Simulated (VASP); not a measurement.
Wanted: the native input for a VASP 6.6.1 run.

```
Task                   : single point
Functional             : LDA
Potentials or basis    : VASP PAW LDA potentials, release 64 (Ru_sv)
Cutoff                 : 560 eV
k mesh                 : 11 × 11 × 6
Occupations            : fermi-dirac, width 0.05 eV
Spin                   : no spin polarisation
Dipole correction      : no
Further INCAR settings : ALGO = Normal; EDIFF = 1e-06; NBANDS = 23
```

The structure of Ru lies in POSCAR:

```
Ru
1.0
    2.6732581335      0.0000000000      0.0000000000
   -1.3366290668      2.3151094545      0.0000000000
    0.0000000000      0.0000000000      4.2297277339
Ru
2
Direct
    0.6666666667      0.3333333333      0.7500000000
    0.3333333333      0.6666666667      0.2500000000
```

The input as run:

INCAR

```
SYSTEM = Ru
PREC = Accurate
ENCUT = 560
EDIFF = 1E-6
ISMEAR = -1
SIGMA = 0.05
LREAL = .FALSE.
LASPH = .TRUE.
NELM = 120
ALGO = Normal
ISIF = 2
LWAVE = .FALSE.
LCHARG = .FALSE.
GGA = CA
NBANDS = 23
GGA_COMPAT = .FALSE.
```

KPOINTS

```
regular mesh
0
G
  11 11 6
  0 0 0
```

Potentials or basis: VASP PAW LDA potentials, release 64 (Ru_sv).

Run with:

```console
$ cat potpaw_LDA.64/Ru_sv/POTCAR > POTCAR
$ mpirun -np 1 vasp_std > vasp.out
```

Results of the run:

```json
{"Pressure": "0.5 GPa", "Band gap on the k mesh": "zero (bands 16 and 17 overlap by 3.26 eV)"}
```

Run time: 24 s on 1 thread of Intel(R) Xeon(R) Platinum 8259CL CPU @ 2.50GHz (Skylake/Cascade Lake) (shared host), peak memory 0.16 GiB.
